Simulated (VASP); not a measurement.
# KCl (Fm-3m) in VASP: further runs

The runs below take KCl through single point, with PBE0, PBE, r2SCAN.

Program: VASP 6.6.1. These are calculated values, not measurements. Logs are shortened: lines on timing, memory, paths and dates and some standing lists are left out, and cuts for length are marked.

### 1 The cell of the first run

Symmetry: Fm-3m, No. 225, cubic system. The conventional cell has a = 6.290 Å, b = 6.290 Å, c = 6.290 Å, α = 90.00°, β = 90.00°, γ = 90.00°. K (site symmetry m-3m) has 6 Cl at 3.14 Å within 4.1 Å. Cl (site symmetry m-3m) has 6 K at 3.14 Å within 4.1 Å.

### 2 Single point, PBE0

POSCAR reads:

```
KCl
1.0
    0.0000000000      3.1448753708      3.1448753708
    3.1448753708      0.0000000000      3.1448753708
    3.1448753708      3.1448753708      0.0000000000
K Cl
1 1
Direct
    0.0000000000      0.0000000000      0.0000000000
    0.5000000000      0.5000000000      0.5000000000
```

INCAR.step1 reads:

```
PREC = Accurate ; ENCUT = 520
EDIFF = 1E-5 ; ISMEAR = 0
SIGMA = 0.01 ; LREAL = F
LASPH = T ; NELM = 60
ALGO = Normal ; ISIF = 2
LWAVE = T ; LCHARG = F
NBANDS = 15 ; GGA = PE
```

INCAR.step2 reads:

```
PREC = Accurate ; ENCUT = 520
EDIFF = 1E-6 ; ISMEAR = 0
SIGMA = 0.01 ; LREAL = F
LASPH = T ; NELM = 60
ALGO = Normal ; ISIF = 2
LWAVE = F ; LCHARG = F
GGA = PE ; LHFCALC = T
AEXX = 0.25 ; PRECFOCK = Normal
NBANDS = 15 ; ISTART = 1
```

KPOINTS reads:

```
Automatic mesh
0
Gamma
  6 6 6
```

Potentials or basis: VASP PAW PBE potentials, release 64 (K_sv, Cl).

Command:

```bash
$ cat potpaw_PBE.64/K_sv/POTCAR potpaw_PBE.64/Cl/POTCAR > POTCAR
$ cp INCAR.step1 INCAR
$ mpirun -np 1 vasp_std > vasp.out
$ cp INCAR.step2 INCAR
$ mpirun -np 1 vasp_std > vasp.out
```

OUTCAR:

```text
PREC = Accurate
   ENCUT = 520
   EDIFF = 1E-6
   ISMEAR = 0
   LREAL = F
   LASPH = T
   NELM = 60
   ISIF = 2
   GGA = PE
   LHFCALC = T
   AEXX = 0.25
   PRECFOCK = Normal
   ISTART = 1

 ion  position               nearest neighbor table
   1  0.000  0.000  0.000-   2 3.14   2 3.14   2 3.14   2 3.14   2 3.14   2 3.14
   2  0.500  0.500  0.500-   1 3.14   1 3.14   1 3.14   1 3.14   1 3.14   1 3.14

  LATTYP: Found a face centered cubic cell.
 ALAT       =     6.2897507416

  Lattice vectors:

 A1 = (   0.0000000000,   3.1448753708,   3.1448753708)
 A2 = (   3.1448753708,   0.0000000000,   3.1448753708)
 A3 = (   3.1448753708,   3.1448753708,   0.0000000000)

Analysis of symmetry for initial positions (statically):
=====================================================================
 Subroutine PRICEL returns:
 Original cell was already a primitive cell.

 Routine SETGRP: Setting up the symmetry group for a
 face centered cubic supercell.

 Subroutine GETGRP returns: Found 48 space group operations
 (whereof 48 operations were pure point group operations)
 out of a pool of 48 trial point group operations.

The static configuration has the point symmetry O_h .

Analysis of symmetry for dynamics (positions and initial velocities):
=====================================================================
 Subroutine PRICEL returns:
 Original cell was already a primitive cell.

 Routine SETGRP: Setting up the symmetry group for a
 face centered cubic supercell.

 Subroutine GETGRP returns: Found 48 space group operations
 (whereof 48 operations were pure point group operations)
 out of a pool of 48 trial point group operations.

The dynamic configuration has the point symmetry O_h .

 Subroutine INISYM returns: Found 48 space group operations
 (whereof 48 operations are pure point group operations),
 and found     1 'primitive' translations

----------------------------------------------------------------------------------------

                                     Primitive cell

  volume of cell :      62.2072

  direct lattice vectors                    reciprocal lattice vectors
     0.000000000  3.144875371  3.144875371    -0.158988812  0.158988812  0.158988812
     3.144875371  0.000000000  3.144875371     0.158988812 -0.158988812  0.158988812
     3.144875371  3.144875371  0.000000000     0.158988812  0.158988812 -0.158988812

  length of vectors
     4.447525401  4.447525401  4.447525401     0.275376701  0.275376701  0.275376701

  position of ions in fractional coordinates (direct lattice)
     0.000000000  0.000000000  0.000000000
     0.500000000  0.500000000  0.500000000

  ion indices of the primitive-cell ions
   primitive index   ion index
                 1           1
                 2           2

----------------------------------------------------------------------------------------

 KPOINTS: Automatic mesh

Automatic generation of k-mesh.
 Grid dimensions read from file:
 generate k-points for:    6    6    6

 Generating k-lattice:

  Cartesian coordinates                     Fractional coordinates (reciprocal lattice)
    -0.026498135  0.026498135  0.026498135     0.166666667  0.000000000  0.000000000
     0.026498135 -0.026498135  0.026498135     0.000000000  0.166666667  0.000000000
     0.026498135  0.026498135 -0.026498135     0.000000000  0.000000000  0.166666667

  Length of vectors
     0.045896117  0.045896117  0.045896117

  Shift w.r.t. Gamma in fractional coordinates (k-lattice)
     0.000000000  0.000000000  0.000000000

 Subroutine IBZKPT returns following result:
 ===========================================

 Found     16 irreducible k-points:

 Following reciprocal coordinates:
            Coordinates               Weight
  0.000000  0.000000  0.000000      1.000000
  0.166667  0.000000  0.000000      8.000000
  0.333333  0.000000  0.000000      8.000000
  0.500000  0.000000  0.000000      4.000000
  0.166667  0.166667  0.000000      6.000000
  0.333333  0.166667  0.000000     24.000000
[... 8 lines left out ...]
 -0.333333  0.333333  0.166667     24.000000
 -0.333333  0.500000  0.166667     12.000000
   k-points           NKPTS =     16   k-points in BZ     NKDIM =    216   number of bands    NBANDS=     15
   number of dos      NEDOS =    301   number of ions     NIONS =      2
   total plane-waves  NPLWV =  46656
   dimension x,y,z NGX =    36 NGY =   36 NGZ =   36
   dimension x,y,z NGXF=    72 NGYF=   72 NGZF=   72
   ions per type =               1   1
   NGX,Y,Z   is equivalent  to a cutoff of  13.46, 13.46, 13.46 a.u.
   NGXF,Y,Z  is equivalent  to a cutoff of  26.91, 26.91, 26.91 a.u.
 SYSTEM =  unknown system
   PREC   = accura    normal or accurate (medium, high low for compatibility)
   ISTART =      1    job   : 0-new  1-cont  2-samecut
   ICHARG =      0    charge: 1-file 2-atom 10-const
   ISPIN  =      1    spin polarized calculation?
   LNONCOLLINEAR =      F non collinear calculations
   LSORBIT =      F    spin-orbit coupling
   LASPH  =      T    aspherical Exc in radial PAW
   ENCUT  =  520.0 eV  38.22 Ry    6.18 a.u.   8.27  8.27  8.27*2*pi/ulx,y,z
   NELM   =     60;   NELMIN=  2; NELMDL=  0     # of ELM steps
   EDIFF  = 0.1E-05   stopping-criterion for ELM
   LREAL  =      F    real-space projection
   EDIFFG = 0.1E-04   stopping-criterion for IOM
   NSW    =      0    number of steps for IOM
   IBRION =     -1    ionic relax: 0-MD 1-quasi-New 2-CG
   NFREE  =      0    steps in history (QN), initial steepest desc. (CG)
   ISIF   =      2    stress and relaxation
   ISYM   =      3    0-nonsym 1-usesym 2-fastsym
   POTIM  = 0.5000    time-step for ionic-motion
   TEBEG  =    0.0;   TEEND  =   0.0 temperature during run
   PSTRESS=    0.0 pullay stress
   NELECT =      16.0000    total number of electrons
   NUPDOWN=      -1.0000    fix difference up-down
   EMIN   =  10.00;   EMAX   =-10.00  energy-range for DOS
   EFERMI =   0.00;   METHOD = LEGACY
   ISMEAR =     0;   SIGMA  =   0.01  broadening in eV -4-tet -1-fermi 0-gaus
   EFERMI_NEDOS =   21; number of points for ismear=-14 and -15
   IALGO  =     38    algorithm
   IMIX   =      1    mixing-type and parameters
     AMIX     =   0.40;   BMIX     =  1.00
     AMIX_MAG =   1.60;   BMIX_MAG =  1.00
  volume/ion in A,a.u.               =      31.10       209.90
  Fermi-wavevector in a.u.,A,eV,Ry     =   1.041121  1.967434 14.747815  1.083934
  Thomas-Fermi vector in A             =   2.175728
   LORBIT       =      0    0 simple, 1 ext, 2 COOP (PROOUT), +10 PAW based schemes
   GGA     = PE    functional components
   LHFCALC =     T    Hartree Fock is set to
   PRECFOCK=normal    Normal, Fast or Accurate (Low or Medium for compatibility)
   ENCUT4O =  -1.0   cutoff for four orbital integrals eV
   NKREDX  =     1    reduce k-point grid by
   NKREDY  =     1    reduce k-point grid by
   NKREDZ  =     1    reduce k-point grid by
   AEXX    =    0.2500 exact exchange contribution
   HFSCREEN=    0.0000 screening length (either q_TF or 0.3 A-1)
   HFSCREENC=   0.0000 screening length for correlation (either q_TF or 0.3 A-1)
   ENCUTFOCK=  -1.0 apply spherical cutoff to Coloumb kernel
   IVDW    =     0    specifies the selected vdW correction
   LEPSILON=     F    determine dielectric tensor
   LRPA    =     F    only Hartree local field effects (RPA)
 non-spin polarized calculation
 Gauss-broadening in eV      SIGMA  =   0.01
  energy-cutoff  :      520.00
  volume of cell :       62.21
 maximum number of plane-waves:      1694
 NGX is ok and might be reduce to    36
  NGX = 28; NGY = 28; NGZ = 28

 number of electron      16.0000001 magnetization

 Free energy of the ion-electron system (eV)
  ---------------------------------------------------
  ext. energy  EPLUGINS =         0.00000000
  ---------------------------------------------------
  free energy    TOTEN  =        -8.37906939 eV

  energy without entropy =       -8.37906939  energy(sigma->0) =       -8.37906939

 E-fermi :  -3.0975     XC(G=0):  -5.9337

 val. band max:       -3.2269343773   @ k =   0.0000   0.0000   0.0000
 cond. band min:       4.0168439911   @ k =   0.0000   0.0000   0.0000
 fundamental gap:      7.2437783683
 Fermi energy:        -3.0974770441

 k-point     1 :       0.0000    0.0000    0.0000
  band No.  band energies     occupation
      1     -32.5129      2.00000
      2     -16.5224      2.00000
      3     -14.6094      2.00000
      4     -14.6094      2.00000
      5     -14.6094      2.00000
      6      -3.2269      2.00000
      7      -3.2269      2.00000
      8      -3.2269      2.00000
      9       4.0168      0.00000
     10       7.4663      0.00000
     11       7.4663      0.00000
     12       7.4663      0.00000
     13       8.4772      0.00000
     14       8.4772      0.00000
     15      11.7642      0.00000

 k-point     2 :       0.1667    0.0000    0.0000
  band No.  band energies     occupation
      1     -32.5101      2.00000
      2     -16.5642      2.00000
      3     -14.6113      2.00000
      4     -14.6113      2.00000
      5     -14.5503      2.00000
      6      -3.5525      2.00000
      7      -3.3171      2.00000
      8      -3.3171      2.00000
      9       4.6697      0.00000
     10       7.2353      0.00000
     11       7.8349      0.00000
     12       7.8349      0.00000
     13       8.8701      0.00000
     14       8.8701      0.00000
     15      12.8644      0.00000
[... 221 lines left out ...]
      3     -14.6894      2.00000
      4     -14.6708      2.00000
      5     -14.5052      2.00000
      6      -3.9896      2.00000
      7      -3.7005      2.00000
      8      -3.6079      2.00000
      9       6.8863      0.00000
     10       7.1747      0.00000
     11       8.8344      0.00000
     12       9.2789      0.00000
     13      10.6092      0.00000
     14      11.1846      0.00000
     15      11.2812      0.00000

 k-point    16 :      -0.3333    0.5000    0.1667
  band No.  band energies     occupation
      1     -32.4984      2.00000
      2     -16.4755      2.00000
      3     -14.7359      2.00000
      4     -14.6906      2.00000
      5     -14.5614      2.00000
      6      -3.8488      2.00000
      7      -3.6802      2.00000
      8      -3.6167      2.00000
      9       6.1830      0.00000
     10       7.9219      0.00000
     11       8.1400      0.00000
     12       9.4505      0.00000
     13      10.3192      0.00000
     14      11.2386      0.00000
     15      11.6711      0.00000

------------------------ aborting loop because EDIFF is reached ----------------------------------------

  FORCE on cell =-STRESS in cart. coord.  units (eV):
  Direction    XX          YY          ZZ          XY          YZ          ZX
  --------------------------------------------------------------------------------------
  -------------------------------------------------------------------------------------
  Total        0.1846650      0.1846650      0.1846650      0.0000000     -0.0000000      0.0000000
  in kB        4.7561428      4.7561428      4.7561428      0.0000000     -0.0000000      0.0000000
  external PRESSURE =       4.7561428 kB  Pullay stress =       0.0000000 kB

 VOLUME and BASIS-vectors are now :
 -----------------------------------------------------------------------------
  energy-cutoff  :      520.00
  volume of cell :       62.21
      direct lattice vectors                 reciprocal lattice vectors
     0.000000000  3.144875371  3.144875371    -0.158988812  0.158988812  0.158988812
     3.144875371  0.000000000  3.144875371     0.158988812 -0.158988812  0.158988812
     3.144875371  3.144875371  0.000000000     0.158988812  0.158988812 -0.158988812

 POSITION                                       TOTAL-FORCE (eV/Angst)
 -----------------------------------------------------------------------------------
      0.00000      0.00000      0.00000        -0.000000     -0.000000      0.000000
      3.14488      3.14488      3.14488         0.000000      0.000000     -0.000000
 -----------------------------------------------------------------------------------
    total drift:                                0.000000     -0.000000      0.000000

  FREE ENERGIE OF THE ION-ELECTRON SYSTEM (eV)
  ---------------------------------------------------
  free  energy   TOTEN  =        -8.3790693882 eV

  energy  without entropy=       -8.3790693882  energy(sigma->0) =       -8.37906939
```

Run time: 30 min. Hardware: 1 thread of AMD EPYC 7R13 (Zen 3), shared host; peak memory 0.21 GiB.

What came out:

```yaml
Free_energy: -8.3791 eV
Pressure: 0.5 GPa
Band_gap_on_the_k_mesh: 7.24 eV
```

Levels at points of the mesh, in eV from the valence-band top:
```tsv
k point	band 6	band 7	band 8	band 9	band 10	band 11
(0.00, 0.00, 0.00)	0.00	0.00	0.00	7.24	10.69	10.69
(0.50, 0.00, 0.00)	-1.12	-0.34	-0.34	9.65	10.88	13.11
(0.50, 0.50, 0.00)	-0.72	-0.25	-0.25	8.65	10.60	12.26
```

Caveat: the PAW data sets were made with another functional, which shifts forces and pressure a little.

(Part 1 of 2 ends here.)
